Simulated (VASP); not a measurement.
Write the native input for VASP 6.6.1 that does the following.

* Task: single point
* Functional: LDA
* Potentials or basis: VASP PAW LDA potentials, release 64 (Pt)
* Cutoff: 520 eV
* k mesh: 13 × 13 × 1
* Occupations: fermi-dirac, width 0.1 eV
* Spin: no spin polarisation
* Dipole correction: yes
* Further INCAR settings: ALGO = Normal; EDIFF = 1e-07; NBANDS = 33

The structure of Pt lies in POSCAR:

```
Pt
1.0
    2.7543088548      0.0000000000      0.0000000000
    0.0000000000      2.7543088548      0.0000000000
    0.0000000000      0.0000000000     23.7904000000
Pt
5
Direct
    0.0000000000      0.0000000000      0.3389327928
    0.5000000000      0.5000000000      0.4185299866
    0.0000000000      0.0000000000      0.4999999999
    0.5000000000      0.5000000000      0.5814700133
    0.0000000000      0.0000000000      0.6610672075
```

These files were run (other wordings do the same):

INCAR

```
SYSTEM = Pt
PREC = Accurate
ENCUT = 520
EDIFF = 1E-7
ISMEAR = -1
SIGMA = 0.1
LREAL = .False.
LASPH = .True.
NELM = 80
ALGO = Normal
ISIF = 2
LWAVE = .False.
LCHARG = .False.
LDIPOL = .True.
IDIPOL = 3
DIPOL = 0.5 0.5 0.500
GGA = CA
NBANDS = 33
```

KPOINTS

```
regular mesh
0
Gamma
  13 13 1
  0 0 0
```

Potentials or basis: VASP PAW LDA potentials, release 64 (Pt).

Command:

```bash
$ cat potpaw_LDA.64/Pt/POTCAR > POTCAR
$ mpirun -np 1 vasp_std > vasp.out
```

Results of the run:

| Property | Result |
| --- | --- |
| Largest force | 0.045 eV/Å |
| Band gap on the k mesh | zero (band 25 reaches 2.04 eV, above the bottom of band 26 at 0.62 eV) |

Caveat: spin-orbit coupling is left out, which moves the levels of the heavy elements.

Wall time 3.1 min on 1 thread of Intel(R) Xeon(R) Platinum 8488C (Sapphire Rapids) (shared host), peak memory 0.28 GiB.
